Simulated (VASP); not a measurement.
# MgS: single point with PBE

MgS:

```
Mg S
1.0
     0.00000    2.60152    2.60152
     2.60152    0.00000    2.60152
     2.60152    2.60152    0.00000
Mg S
1 1
Direct
  0.00000 0.00000 0.00000
  0.50000 0.50000 0.50000
```

| Item | Value |
| --- | --- |
| Program | VASP 6.6.1 |
| Task | single point |
| Functional | PBE |
| Potentials or basis | VASP PAW PBE potentials, release 64 (Mg, S) |
| Cutoff | 520 eV |
| k mesh | 8 × 8 × 8 |
| Occupations | fermi-dirac, width 0.02 eV |
| Spin | no spin polarisation |

The pressure is 0.9 GPa. The band gap on the k mesh is 2.78 eV (least direct gap 3.71 eV).

Levels at points of the mesh, in eV from the valence-band top:
| k point | band 2 | band 3 | band 4 | band 5 | band 6 | band 7 |
| --- | --- | --- | --- | --- | --- | --- |
| (0.00, 0.00, 0.00) | 0.00 | 0.00 | 0.00 | 3.71 | 7.95 | 7.95 |
| (0.50, 0.00, 0.00) | -4.83 | -0.59 | -0.59 | 4.55 | 6.91 | 6.91 |
| (0.50, 0.50, 0.00) | -4.19 | -1.68 | -1.68 | 2.78 | 4.40 | 12.01 |

Run time: 7.1 s on 1 thread of Intel(R) Xeon(R) 6975P-C (Granite Rapids), with other jobs on the host, peak memory 0.15 GiB.

A k mesh can miss the band edges.
